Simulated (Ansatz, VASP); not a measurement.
## Zr12H: VASP beside Ansatz

```xyz
13
Lattice="6.4600 0.0000 0.0000 -4.8450 8.3918 0.0000 0.0000 0.0000 5.1454" Properties=species:S:1:pos:R:3 pbc="T T T"
Zr   -0.0004    0.0141   -0.0103
Zr   -0.0140    1.8446    2.5837
Zr   -1.5899    2.7764    0.0375
Zr   -1.5763    4.6809    2.6047
Zr   -3.2294    5.6333    0.0093
Zr   -3.2282    7.4824    2.5852
Zr    3.2264   -0.0224   -0.0149
Zr    3.2289    1.8261    2.5633
Zr    1.5754    2.7781   -0.0309
Zr    1.5889    4.6824    2.5357
Zr    0.0117    5.6133   -0.0106
Zr   -0.0001    7.4440    2.5809
H     3.2259    3.7269    6.4288
```

Alike in both runs: functional PBE; k mesh 3 × 2 × 3; occupations gaussian, width 0.05 eV; no spin polarisation.

Ansatz relaxed the structure, and its values are those at the end. VASP's run is a single point on that final structure, the one shown.

```csv
,VASP,Ansatz
version,VASP 6.6.1,Ansatz 0.2.0
potentials or method,"VASP PAW PBE potentials, release 64 (Zr_sv, H), cutoff 520 eV","scalar-relativistic, plane waves, PAW"
valence electrons in the cell,145,145
```

```csv
,VASP,Ansatz,Ansatz less VASP
rms of the force components (eV/Å),0.007,0.007,-0.0003
```

The functional is the same, so the differences come from potentials, cutoffs and numerics.

The k mesh is coarse, so the values compare programs but aren't converged.
